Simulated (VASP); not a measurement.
**AlN: single point with PBE**

AlN:

```
Al N
1.0
    -1.65675    2.86957    0.00000
     0.00000    0.00000    4.18746
     4.97025    2.86957    0.00000
Al N
4 4
Direct
  0.52411 0.75000 0.09865
  0.00000 0.75000 0.66667
  0.00000 0.25000 0.33333
  0.50000 0.25000 0.83333
  0.50000 0.25000 0.16667
  0.00000 0.25000 0.66667
  0.00000 0.75000 0.33333
  0.50000 0.75000 0.83333
```

This cell differs from its parent crystal: atom 1 (Al) moved by -0.378 Å along [1 0 0] and -0.126 Å along [1 2 0].

```yaml
Program: VASP 6.6.1
Task: single point
Functional: PBE
Potentials_or_basis: VASP PAW PBE potentials, release 64 (Al, N)
Cutoff: 520 eV
k_mesh: 8 × 6 × 4
Occupations: gaussian, width 0.05 eV
Spin: no spin polarisation
Dipole_correction: no
Further_INCAR_settings: ALGO = Normal; EDIFF = 1e-06; NBANDS = 26
```

The pressure is 9.5 GPa. The largest force is 16.550 eV/Å and the band gap on the k mesh is 2.58 eV.

Forces in eV/Å, atoms in the order of the input:
```
Al  14.265  8.391  0.000
Al  -1.907 -1.043  0.000
Al  -0.452 -0.150  0.000
Al  -0.287 -0.283  0.000
N   -1.636 -0.725  0.000
N    0.764  0.456  0.000
N   -1.205 -0.632  0.000
N   -9.543 -6.015  0.000
```

Stress tensor (GPa, compression positive):
```
20.72 15.39  0.00
15.39  7.19  0.00
 0.00  0.00  0.59
```

Levels at points of the mesh, in eV from the valence-band top:
```
           k point  band 13  band 14  band 15  band 16  band 17  band 18  band 19  band 20
(0.00, 0.00, 0.00)    -2.39    -1.78    -0.22     0.00     2.58     3.66     4.53     7.01
(0.50, 0.00, 0.00)    -2.68    -2.18    -2.16    -2.03     5.02     5.14     5.74     6.01
(0.00, 0.50, 0.00)    -2.43    -1.58    -1.42    -0.93     3.94     4.80     5.51     6.02
(0.50, 0.50, 0.00)    -1.84    -1.40    -0.55    -0.50     5.38     5.52     6.16     6.56
(0.00, 0.00, 0.50)    -2.25    -1.87    -0.65    -0.16     3.71     4.93     5.76     5.94
(0.50, 0.00, 0.50)    -2.83    -2.42    -1.62    -1.32     3.31     4.06     6.29     6.62
(0.00, 0.50, 0.50)    -2.37    -1.43    -1.35    -1.02     3.80     4.95     5.28     6.36
(0.50, 0.50, 0.50)    -2.58    -2.15    -1.19    -0.98     4.42     4.57     5.23     5.49
```

Wall time 100 s on 1 thread of Intel(R) Xeon(R) Platinum 8124M CPU @ 3.00GHz (Skylake/Cascade Lake) (shared host), peak memory 0.26 GiB.

Caveat: the cell differs from its parent crystal (atom 1 (Al) moved by -0.378 Å along [1 0 0] and -0.126 Å along [1 2 0]); the stress differs along the axes, from 1 to 21 GPa; forces of over 1 eV/Å act on the atoms, so gaps and moduli don't describe the material at rest. A k mesh can miss the band edges.
